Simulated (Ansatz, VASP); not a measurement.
# Pb in VASP and in Ansatz

File INCAR:

```
SYSTEM = Pb
PREC = Accurate ; ENCUT = 520
EDIFF = 1E-6 ; ISMEAR = -1
SIGMA = 0.1 ; LREAL = .FALSE.
LASPH = .TRUE. ; NELM = 80
ALGO = Normal ; ISIF = 2
LWAVE = .FALSE. ; LCHARG = .TRUE.
GGA = B5 ; ALDAX = 1.0
AGGAX = 1.0 ; AGGAC = 1.0
ALDAC = 0.0 ; LELF = .TRUE.
LVHAR = .TRUE. ; NBANDS = 21
```

Contents of KPOINTS:

```
Automatic mesh
0
G
  9 9 9
  0 0 0
```

POSCAR

```
Pb
1.0
    0.0000000000      3.4681188048      3.4681188048
    3.4681188048      0.0000000000      3.4681188048
    3.4681188048      3.4681188048      0.0000000000
Pb
2
Direct
    0.1250000000      0.1250000000      0.1250000000
    0.8750000000      0.8750000000      0.8750000000
```

Input for Ansatz:

```yaml
crystal:
  lattice:
    - [0.0, 3.4681188048, 3.4681188048]
    - [3.4681188048, 0.0, 3.4681188048]
    - [3.4681188048, 3.4681188048, 0.0]
  atoms:
    - { symbol: Pb, position: [0.125, 0.125, 0.125] }
    - { symbol: Pb, position: [0.875, 0.875, 0.875] }
hamiltonian:
  xc: blyp
  pseudopotentials:
    kind: paw
    azcp:
      Pb: "pseudopotentials/Pb.paw.azcp"
basis:
  ecutwfc: 420
  fft_grid_basis: typed
kpoints:
  mp_grid: { grid: [9, 9, 9], shift: [0, 0, 0] }
magnetization:
  spin_polarized: false
scf:
  occupations: { method: fermi_dirac, width: 0.1 }
  lower_state_search: "off"
output:
  stress: true
```

Alike in both runs: task single point; functional BLYP; k mesh 9 × 9 × 9; occupations fermi-dirac, width 0.1 eV; no spin polarisation.

```csv
,VASP,Ansatz
version,VASP 6.6.1,Ansatz 0.2.0
potentials or method,"VASP PAW PBE potentials, release 64 (Pb_d), cutoff 520 eV","plane waves (420 eV) with PAW, scalar-relativistic"
valence electrons in the cell,28,28
```

|  | VASP | Ansatz | Ansatz less VASP |
| --- | --- | --- | --- |
| pressure (GPa) | 3.6 | 3.6 | -0.06 |

VASP's potentials were made for PBE, not for BLYP. The functional is the same, so the differences come from potentials, cutoffs and numerics.

Spin-orbit coupling is off throughout.
